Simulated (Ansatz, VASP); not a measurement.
## Au: VASP beside Ansatz

POSCAR

```
Au
1.0
   -1.7195723815      1.7195723815      1.5967457828
    1.7195723815     -1.7195723815      1.5967457828
    1.7195723815      1.7195723815     -1.5967457828
Au
1
Direct
    0.0000000000      0.0000000000      0.0000000000
```

The input INCAR.step1:

```
SYSTEM = Au
ALGO = Normal
EDIFF = 1E-4
ENCUT = 520
GGA = PE
ISMEAR = 0
LASPH = .True.
LCHARG = .False.
LREAL = .False.
LWAVE = .True.
NBANDS = 12
NELM = 100
PREC = Accurate
SIGMA = 0.15
```

Contents of INCAR.step2:

```
SYSTEM = Au
ALGO = Normal
EDIFF = 1E-6
ENCUT = 520
ISIF = 2
ISMEAR = 0
ISTART = 1
LASPH = .True.
LCHARG = .False.
LMIXTAU = .True.
LREAL = .False.
LWAVE = .False.
METAGGA = R2SCAN
NBANDS = 12
NELM = 100
PREC = Accurate
SIGMA = 0.15
```

KPOINTS

```
k-points
0
Gamma
  26 26 26
  0 0 0
```

Input for Ansatz:

```yaml
crystal:
  lattice:
    - [-1.7195723815, 1.7195723815, 1.5967457828]
    - [1.7195723815, -1.7195723815, 1.5967457828]
    - [1.7195723815, 1.7195723815, -1.5967457828]
  atoms:
    - { symbol: Au, position: [0.0, 0.0, 0.0] }
basis:
  ecutwfc: 500
kpoints:
  mp_grid: { grid: [26, 26, 26] }
hamiltonian:
  xc: r2scan
scf:
  occupations: { method: gaussian, width: 0.15 }
output:
  forces: true
  stress: true
  eigenvalues: true
```

Change from the starting cell: strain +0.050 along x and y, -0.025 along z, atoms carried along.

Alike in both runs: task single point; functional r2SCAN; k mesh 26 × 26 × 26; occupations gaussian, width 0.15 eV; no spin polarisation.

```csv
,VASP,Ansatz
version,VASP 6.6.1,Ansatz 0.2.0
potentials or method,"VASP PAW PBE potentials, release 64 (Au), cutoff 520 eV","scalar-relativistic, plane waves, PAW"
valence electrons in the cell,11,19
```

```csv
,VASP,Ansatz,Ansatz less VASP
gap on the k mesh at the Fermi level (eV),none,none,-
pressure (GPa),-8.4,-8.6,-0.16
"traceless stress, the component that is largest in VASP (GPa)",-0.55,-0.53,+0.011
```

VASP's potentials were made for PBE, not for r2SCAN. A gap of «none» marks a metal or a gap that the smearing closes. The functional is the same, so the differences come from potentials, cutoffs and numerics. VASP's potentials hold 11 valence electrons a cell and Ansatz's 19, so a difference there can come from the potentials and not from the codes.

Neither program's run includes spin-orbit coupling.
